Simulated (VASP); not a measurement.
Wanted: the native input for a VASP 6.6.1 run.

```yaml
Task: single point
Functional: PBEsol
Potentials_or_basis: VASP PAW PBE potentials, release 64 (Zr_sv, S)
Cutoff: 500 eV
k_mesh: 6 × 6 × 4
Occupations: methfessel-paxton, width 0.2 eV
Spin: no spin polarisation
Dipole_correction: no
Further_INCAR_settings: ALGO = Normal; EDIFF = 1e-06; NBANDS = 19
```

The structure of ZrS2 lies in POSCAR:

```
ZrS2
1.0
    3.6743619272      0.0000000000      0.0000000000
   -1.8371809636      3.1820907716      0.0000000000
    0.0000000000      0.0000000000      5.8571358081
Zr S
1 2
Direct
    0.0000000000      0.0000000000      0.0000000000
    0.6666666667      0.3333333333      0.7537648223
    0.3333333333      0.6666666667      0.2462351777
```

One way to write it, as run:

INCAR

```
PREC     = Accurate       # precision mode
ENCUT    = 500            # plane-wave cutoff, eV
EDIFF    = 1E-6           # SCF threshold, eV
ISMEAR   = 1              # smearing method
SIGMA    = 0.2            # smearing width, eV
LREAL    = False          # projectors in reciprocal space
LASPH    = True           # aspherical terms in the spheres
NELM     = 120            # most SCF steps
ALGO     = Normal         # electronic algorithm
ISIF     = 2              # what is computed and relaxed
LWAVE    = False          # write WAVECAR
LCHARG   = True           # write CHGCAR
GGA      = PS             # functional
LELF     = True           # ELF
LVHAR    = True         
NBANDS   = 19             # bands
GGA_COMPAT= False
```

KPOINTS

```
Automatic mesh
0
Gamma
  6 6 4
```

Potentials or basis: VASP PAW PBE potentials, release 64 (Zr_sv, S).

Command:

```console
$ cat potpaw_PBE.64/Zr_sv/POTCAR potpaw_PBE.64/S/POTCAR > POTCAR
$ mpirun -np 1 vasp_std > vasp.out
```

It gave:

```json
{
  "Pressure": "-1.8 GPa",
  "Largest force": "0.125 eV/Å",
  "Band gap on the k mesh": "0.81 eV, indirect (least direct gap 1.45 eV)"
}
```

Caveat: the PAW data sets were made with another functional, which shifts forces and pressure a little; this functional lacks dispersion, which binds the layers, so the pressure and a relaxed spacing across them are unreliable.

It took 19 s on 1 thread of Intel(R) Xeon(R) 6975P-C (Granite Rapids), on a shared host, peak memory 0.19 GiB.
